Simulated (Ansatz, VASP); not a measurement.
## One calculation of Sb, two programs

```
Sb
1.0
     2.16105    1.24768    3.68808
    -2.16105    1.24768    3.68808
     0.00000   -2.49536    3.68808
Sb
2
Direct
  0.23569 0.23569 0.23569
  0.76431 0.76431 0.76431
```

Alike in both runs: task single point; functional PBEsol; k mesh 12 × 12 × 12; occupations gaussian, width 0.1 eV; no spin polarisation.

|  | VASP | Ansatz |
| --- | --- | --- |
| version | VASP 6.6.1 | Ansatz 0.2.0 |
| potentials or method | VASP PAW PBE potentials, release 64 (Sb_d_GW), cutoff 500 eV | scalar-relativistic, plane waves, PAW |
| valence electrons in the cell | 30 | 30 |

|  | VASP | Ansatz | Ansatz less VASP |
| --- | --- | --- | --- |
| gap on the k mesh at the Fermi level (eV) | none | none | - |
| pressure (GPa) | -0.1 | 0.0 | +0.08 |

VASP's potentials were made for PBE, not for PBEsol, and Ansatz warns of the same on its side. A gap of «none» marks a metal or a gap that the smearing closes. The functional is the same, so the differences come from potentials, cutoffs and numerics.

Neither program's run includes spin-orbit coupling.
